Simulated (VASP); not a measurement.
# AlN (P6_3/mmc) in VASP: a series of runs, part 2 of 2

VASP 6.6.1. Earlier steps stand in the parts before.

### 3 Single point, LDA

This run uses another cell than the first one, of 10.54 Å³/atom, 1.019 times its volume.

INCAR reads:

```
SYSTEM = AlN
PREC = Accurate
ENCUT = 520
EDIFF = 1E-6
ISMEAR = -1
SIGMA = 0.05
LREAL = .False.
LASPH = .True.
NELM = 60
ALGO = Normal
ISIF = 2
LWAVE = .False.
LCHARG = .False.
GGA = CA
NBANDS = 16
```

KPOINTS reads:

```
regular mesh
0
Gamma
  9 9 7
  0 0 0
```

POSCAR reads:

```
AlN
1.0
    3.3770756797      0.0000000000      0.0000000000
   -1.6885378398      2.9246333291      0.0000000000
    0.0000000000      0.0000000000      4.2696929295
Al N
2 2
Direct
    0.6666666667      0.3333333333      0.2500000000
    0.3333333333      0.6666666667      0.7500000000
    0.6666666667      0.3333333333      0.7500000000
    0.3333333333      0.6666666667      0.2500000000
```

Potentials or basis: VASP PAW LDA potentials, release 64 (Al, N).

Command:

```
cat potpaw_LDA.64/Al/POTCAR potpaw_LDA.64/N/POTCAR > POTCAR
mpirun -np 1 vasp_std > vasp.out
```

OUTCAR:

```text
SYSTEM = AlN
   PREC = Accurate
   ENCUT = 520
   EDIFF = 1E-6
   ISMEAR = -1
   LREAL = .False.
   LASPH = .True.
   NELM = 60
   ISIF = 2
   GGA = CA

 ion  position               nearest neighbor table
   1  0.667  0.333  0.250-   4 1.95   4 1.95   4 1.95   3 2.13   3 2.13   2 2.89   2 2.89   2 2.89
                             2 2.89   2 2.89   2 2.89
   2  0.333  0.667  0.750-   3 1.95   3 1.95   3 1.95   4 2.13   4 2.13   1 2.89   1 2.89   1 2.89
                             1 2.89   1 2.89   1 2.89
   3  0.667  0.333  0.750-   2 1.95   2 1.95   2 1.95   1 2.13   1 2.13
   4  0.333  0.667  0.250-   1 1.95   1 1.95   1 1.95   2 2.13   2 2.13

  LATTYP: Found a hexagonal cell.
 ALAT       =     3.3770756797
 C/A-ratio  =     1.2643166261

  Lattice vectors:

 A1 = (   3.3770756797,   0.0000000000,   0.0000000000)
 A2 = (  -1.6885378398,   2.9246333291,   0.0000000000)
 A3 = (   0.0000000000,   0.0000000000,   4.2696929295)

Analysis of symmetry for initial positions (statically):
=====================================================================
 Subroutine PRICEL returns:
 Original cell was already a primitive cell.

 Routine SETGRP: Setting up the symmetry group for a
 hexagonal supercell.

 Subroutine GETGRP returns: Found 24 space group operations
 (whereof 12 operations were pure point group operations)
 out of a pool of 24 trial point group operations.

The static configuration has the point symmetry D_3d.
 The point group associated with its full space group is D_6h.

Analysis of symmetry for dynamics (positions and initial velocities):
=====================================================================
 Subroutine PRICEL returns:
 Original cell was already a primitive cell.

 Routine SETGRP: Setting up the symmetry group for a
 hexagonal supercell.

 Subroutine GETGRP returns: Found 24 space group operations
 (whereof 12 operations were pure point group operations)
 out of a pool of 24 trial point group operations.

The dynamic configuration has the point symmetry D_3d.
 The point group associated with its full space group is D_6h.

 Subroutine INISYM returns: Found 24 space group operations
 (whereof 12 operations are pure point group operations),
 and found     1 'primitive' translations

----------------------------------------------------------------------------------------

                                     Primitive cell

  volume of cell :      42.1705

  direct lattice vectors                    reciprocal lattice vectors
     3.377075680  0.000000000  0.000000000     0.296114181  0.170961602  0.000000000
    -1.688537840  2.924633329  0.000000000     0.000000000  0.341923205  0.000000000
     0.000000000  0.000000000  4.269692929     0.000000000  0.000000000  0.234208880

  length of vectors
     3.377075680  3.377075680  4.269692929     0.341923205  0.341923205  0.234208880

  position of ions in fractional coordinates (direct lattice)
     0.666666667  0.333333333  0.250000000
     0.333333333  0.666666667  0.750000000
     0.666666667  0.333333333  0.750000000
     0.333333333  0.666666667  0.250000000

  ion indices of the primitive-cell ions
   primitive index   ion index
                 1           1
                 2           2
                 3           3
                 4           4

----------------------------------------------------------------------------------------

 KPOINTS: regular mesh
[... 29 lines left out ...]
  0.444444  0.000000  0.000000      6.000000
  0.111111  0.111111  0.000000      6.000000
[... 16 lines left out ...]
  0.333333  0.222222  0.142857     24.000000
  0.333333  0.333333  0.142857      4.000000
 [... further k-points ...]
   k-points           NKPTS =     48   k-points in BZ     NKDIM =     48   number of bands    NBANDS=     16
   number of dos      NEDOS =    301   number of ions     NIONS =      4
   total plane-waves  NPLWV =  25088
   dimension x,y,z NGX =    28 NGY =   28 NGZ =   32
   dimension x,y,z NGXF=    56 NGYF=   56 NGZF=   64
   ions per type =               2   2
   NGX,Y,Z   is equivalent  to a cutoff of  13.78, 13.78, 12.46 a.u.
   NGXF,Y,Z  is equivalent  to a cutoff of  27.57, 27.57, 24.92 a.u.
 SYSTEM =  AlN
   PREC   = accura    normal or accurate (medium, high low for compatibility)
   ISTART =      0    job   : 0-new  1-cont  2-samecut
   ICHARG =      2    charge: 1-file 2-atom 10-const
   ISPIN  =      1    spin polarized calculation?
   LNONCOLLINEAR =      F non collinear calculations
   LSORBIT =      F    spin-orbit coupling
   LASPH  =      T    aspherical Exc in radial PAW
   ENCUT  =  520.0 eV  38.22 Ry    6.18 a.u.   6.28  6.28  7.94*2*pi/ulx,y,z
   NELM   =     60;   NELMIN=  2; NELMDL= -5     # of ELM steps
   EDIFF  = 0.1E-05   stopping-criterion for ELM
   LREAL  =      F    real-space projection
   EDIFFG = 0.1E-04   stopping-criterion for IOM
   NSW    =      0    number of steps for IOM
   IBRION =     -1    ionic relax: 0-MD 1-quasi-New 2-CG
   NFREE  =      0    steps in history (QN), initial steepest desc. (CG)
   ISIF   =      2    stress and relaxation
   ISYM   =      2    0-nonsym 1-usesym 2-fastsym
   POTIM  = 0.5000    time-step for ionic-motion
   TEBEG  =    0.0;   TEEND  =   0.0 temperature during run
   PSTRESS=    0.0 pullay stress
   NELECT =      16.0000    total number of electrons
   NUPDOWN=      -1.0000    fix difference up-down
   EMIN   =  10.00;   EMAX   =-10.00  energy-range for DOS
   EFERMI =   0.00;   METHOD = LEGACY
   ISMEAR =    -1;   SIGMA  =   0.05  broadening in eV -4-tet -1-fermi 0-gaus
   EFERMI_NEDOS =   21; number of points for ismear=-14 and -15
   IALGO  =     38    algorithm
   IMIX   =      4    mixing-type and parameters
     AMIX     =   0.40;   BMIX     =  1.00
     AMIX_MAG =   1.60;   BMIX_MAG =  1.00
  volume/ion in A,a.u.               =      10.54        71.15
  Fermi-wavevector in a.u.,A,eV,Ry     =   1.185164  2.239636 19.110937  1.404614
  Thomas-Fermi vector in A             =   2.321364
   LORBIT       =      0    0 simple, 1 ext, 2 COOP (PROOUT), +10 PAW based schemes
   GGA     = CA    functional components
   LHFCALC =     F    Hartree Fock is set to
   AEXX    =    0.0000 exact exchange contribution
   IVDW    =     0    specifies the selected vdW correction
   LEPSILON=     F    determine dielectric tensor
   LRPA    =     F    only Hartree local field effects (RPA)
 non-spin polarized calculation
  energy-cutoff  :      520.00
  volume of cell :       42.17
 maximum number of plane-waves:      1150
 NGX is ok and might be reduce to    28
   NGX = 13   NGY = 13   NGZ = 15

 number of electron      16.0000001 magnetization

 Free energy of the ion-electron system (eV)
  ---------------------------------------------------
  ext. energy  EPLUGINS =         0.00000000
  ---------------------------------------------------
  free energy    TOTEN  =       -32.24284095 eV

  energy without entropy =      -32.24284095  energy(sigma->0) =      -32.24284095

 E-fermi :   7.9530     XC(G=0): -11.2330

 val. band max:        7.0409908799   @ k =   0.0000   0.0000   0.0000
 cond. band min:       9.8888783494   @ k =   0.0000   0.0000   0.0000
 fundamental gap:      2.8478874695
 Fermi energy:         7.9529561301

 k-point     1 :       0.0000    0.0000    0.0000
  band No.  band energies     occupation
      1      -9.1350      2.00000
      2      -5.6903      2.00000
      3       0.4949      2.00000
      4       3.9348      2.00000
      5       3.9348      2.00000
      6       5.5426      2.00000
[... 433 lines left out ...]
      3       0.7876      2.00000
      4       1.8084      2.00000
      5       1.8084      2.00000
      6       4.2709      2.00000
[... 8 lines left out ...]
     15      17.7881      0.00000
     16      19.1605      0.00000

 [... further k-points ...]

------------------------ aborting loop because EDIFF is reached ----------------------------------------

  FORCE on cell =-STRESS in cart. coord.  units (eV):
  Direction    XX          YY          ZZ          XY          YZ          ZX
  --------------------------------------------------------------------------------------
  -------------------------------------------------------------------------------------
  Total       -4.9591668     -4.9591668     -4.4919907     -0.0000000      0.0000000     -0.0000000
  in kB     -188.4128155   -188.4128155   -170.6634690     -0.0000000      0.0000000     -0.0000000
  external PRESSURE =    -182.4963667 kB  Pullay stress =       0.0000000 kB

 VOLUME and BASIS-vectors are now :
 -----------------------------------------------------------------------------
  energy-cutoff  :      520.00
  volume of cell :       42.17
      direct lattice vectors                 reciprocal lattice vectors
     3.377075680  0.000000000  0.000000000     0.296114181  0.170961602  0.000000000
    -1.688537840  2.924633329  0.000000000     0.000000000  0.341923205  0.000000000
     0.000000000  0.000000000  4.269692929     0.000000000  0.000000000  0.234208880

 POSITION                                       TOTAL-FORCE (eV/Angst)
 -----------------------------------------------------------------------------------
      1.68854      0.97488      1.06742         0.000000     -0.000000      0.000000
     -0.00000      1.94976      3.20227        -0.000000      0.000000      0.000000
      1.68854      0.97488      3.20227        -0.000000     -0.000000      0.000000
     -0.00000      1.94976      1.06742         0.000000      0.000000      0.000000
 -----------------------------------------------------------------------------------
    total drift:                               -0.000000      0.000000     -0.000000

  FREE ENERGIE OF THE ION-ELECTRON SYSTEM (eV)
  ---------------------------------------------------
  free  energy   TOTEN  =       -32.2428409460 eV

  energy  without entropy=      -32.2428409459  energy(sigma->0) =      -32.24284095
```

stdout:

```text
POSCAR found type information on POSCAR AlN
 POSCAR found :  2 types and       4 ions
 scaLAPACK will be used
 LDA part: xc-table for (Slater(with rela. corr.)+CA(PZ))
 , standard interpolation
 POSCAR, INCAR and KPOINTS ok, starting setup
 FFT: planning ... GRIDC
 FFT: planning ... GRID_SOFT
 FFT: planning ... GRID
 WAVECAR not read
 entering main loop
```

Run time: 27 s. Hardware: 1 thread of AMD EPYC 7R43 (Zen 3), shared host; peak memory 0.12 GiB.

What came out:

```yaml
Free_energy: -32.2428 eV
Pressure: -18.2 GPa
Band_gap_on_the_k_mesh: 2.85 eV, direct
```

A k mesh can miss the band edges. Expect the measured gap to be larger: semilocal functionals such as LDA lack the derivative discontinuity.

### 4 Single point, r2SCAN

This run uses another cell than the first one, of 9.95 Å³/atom, 0.962 times its volume.

POSCAR reads:

```
AlN
1.0
    3.3121157418      0.0000000000      0.0000000000
   -1.6560578709      2.8683763727      0.0000000000
    0.0000000000      0.0000000000      4.1875630000
Al N
2 2
Direct
    0.6666666667      0.3333333333      0.2500000000
    0.3333333333      0.6666666667      0.7500000000
    0.6666666667      0.3333333333      0.7500000000
    0.3333333333      0.6666666667      0.2500000000
```

INCAR.step1 reads:

```
PREC = Accurate
ENCUT = 520
ISMEAR = -1
SIGMA = 0.05
LREAL = F
LASPH = T
NELM = 80
NBANDS = 16
GGA = PE
ALGO = Normal
EDIFF = 1E-4
LWAVE = T
LCHARG = F
```

INCAR.step2 reads:

```
PREC = Accurate
ENCUT = 520
EDIFF = 1E-7
ISMEAR = -1
SIGMA = 0.05
LREAL = F
LASPH = T
NELM = 80
ALGO = Normal
ISIF = 2
LWAVE = F
LCHARG = F
METAGGA = R2SCAN
LMIXTAU = T
NBANDS = 16
ISTART = 1
```

KPOINTS reads:

```
regular mesh
0
Gamma
  9 9 7
```

Potentials or basis: VASP PAW PBE potentials, release 64 (Al, N).

Command:

```
cat potpaw_PBE.64/Al/POTCAR potpaw_PBE.64/N/POTCAR > POTCAR
cp INCAR.step1 INCAR
mpirun -np 1 vasp_std > vasp.out
cp INCAR.step2 INCAR
mpirun -np 1 vasp_std > vasp.out
```

It took 1.8 min on 1 thread of AMD EPYC 7R43 (Zen 3), shared host; peak memory 0.14 GiB.

The run converged. Its results:

```
Free energy            : -37.9934 eV
Pressure               : -5.6 GPa
Band gap on the k mesh : 3.86 eV, direct
```

Stress tensor (GPa, compression positive):
```
-5.42  0.00  0.00
 0.00 -5.42  0.00
 0.00  0.00 -5.96
```

Levels at points of the mesh, in eV from the valence-band top:
| k point | band 5 | band 6 | band 7 | band 8 | band 9 | band 10 | band 11 | band 12 |
| --- | --- | --- | --- | --- | --- | --- | --- | --- |
| (0.00, 0.00, 0.00) | -3.41 | -1.70 | -1.70 | 0.00 | 3.86 | 5.20 | 9.03 | 9.03 |

Caveat: the PAW data sets were made with another functional, which shifts forces and pressure a little.

### 5 Single point, PBE-based screened hybrid

This run uses another cell than the first one, of 9.95 Å³/atom, 0.962 times its volume.

POSCAR is that of step 4.

INCAR.step1 reads:

```
SYSTEM = AlN
  PREC = Accurate
  ENCUT = 520
  EDIFF = 1E-5
  ISMEAR = -1
  SIGMA = 0.05
  LREAL = .FALSE.
  LASPH = .TRUE.
  NELM = 100
  ALGO = Normal
  ISIF = 2
  LWAVE = .TRUE.
  GGA = PE
  NBANDS = 16
```

INCAR.step2 reads:

```
SYSTEM = AlN
  PREC = Accurate
  ENCUT = 520
  EDIFF = 1E-6
  ISMEAR = -1
  SIGMA = 0.05
  LREAL = .FALSE.
  LASPH = .TRUE.
  NELM = 100
  ALGO = Normal
  ISIF = 2
  LWAVE = .FALSE.
  LCHARG = .TRUE.
  GGA = PE
  LHFCALC = .TRUE.
  AEXX = 0.25
  HFSCREEN = 0.1
  PRECFOCK = Normal
  LELF = .TRUE.
  LVHAR = .TRUE.
  ISTART = 1
  NBANDS = 16
```

KPOINTS reads:

```
regular mesh
0
G
  5 5 4
  0 0 0
```

Command:

```
cat potpaw_PBE.64/Al/POTCAR potpaw_PBE.64/N/POTCAR > POTCAR
cp INCAR.step1 INCAR
mpirun -np 1 vasp_std > vasp.out
cp INCAR.step2 INCAR
mpirun -np 1 vasp_std > vasp.out
```

Wall time 9.9 min (1 thread of Intel Xeon Platinum 8375C at 2.90GHz (Ice Lake), shared host); peak memory 0.26 GiB.

Results (log left out):

| Item | Value |
| --- | --- |
| Free energy | -35.3792 eV |
| Pressure | -6.0 GPa |
| Band gap on the k mesh | 4.86 eV, direct |

Stress tensor (GPa, compression positive):
```
-6.20  0.00  0.00
 0.00 -6.20  0.00
 0.00  0.00 -5.75
```

Levels at points of the mesh, in eV from the valence-band top:
| k point | band 4 | band 5 | band 6 | band 7 | band 8 | band 9 | band 10 | band 11 | band 12 | band 13 |
| --- | --- | --- | --- | --- | --- | --- | --- | --- | --- | --- |
| (0.00, 0.00, 0.00) | -3.55 | -3.55 | -1.73 | -1.73 | 0.00 | 4.86 | 6.09 | 10.08 | 10.08 | 13.27 |
| (0.00, 0.00, 0.50) | -4.04 | -2.69 | -2.69 | -2.69 | -2.69 | 7.39 | 7.39 | 10.25 | 10.25 | 10.25 |

Caveat: the k points lie up to 0.44 Å⁻¹ apart; the PAW data sets were made with another functional, which shifts forces and pressure a little.

### 6 The runs side by side

| level | potentials or basis | cell | k mesh | grid for exact exchange (PRECFOCK) | share of exact exchange | screening parameter | gap on the mesh (eV) | pressure (GPa) |
| --- | --- | --- | --- | --- | --- | --- | --- | --- |
| LDA | VASP PAW LDA potentials, release 64 (Al, N) | a = 3.356, b = 3.356, c = 4.243 Å, angles 90.0, 90.0, 120.0°, 4 atoms | 9 × 9 × 7 | - | - | - | 2.99 | -15.2 |
| LDA | VASP PAW LDA potentials, release 64 (Al, N) | a = 3.377, b = 3.377, c = 4.270 Å, angles 90.0, 90.0, 120.0°, 4 atoms | 9 × 9 × 7 | - | - | - | 2.85 | -18.2 |
| r2SCAN | VASP PAW PBE potentials, release 64 (Al, N) | a = 3.312, b = 3.312, c = 4.188 Å, angles 90.0, 90.0, 120.0°, 4 atoms | 9 × 9 × 7 | - | - | - | 3.86 | -5.6 |
| PBE-based screened hybrid | VASP PAW PBE potentials, release 64 (Al, N) | a = 3.312, b = 3.312, c = 4.188 Å, angles 90.0, 90.0, 120.0°, 4 atoms | 5 × 5 × 4 | Normal | 0.25 | 0.1 1/Å | 4.86 | -6.0 |

Alike in all rows: task single point; no spin polarisation; cutoff (eV) 520; smearing fermi-dirac 0.05 eV.

Caveats: some runs use coarse meshes; the PAW data sets were made with another functional, which shifts forces and pressure a little (some runs).

Total energies depend on the potentials used, so only differences within one code and one set of settings carry meaning.
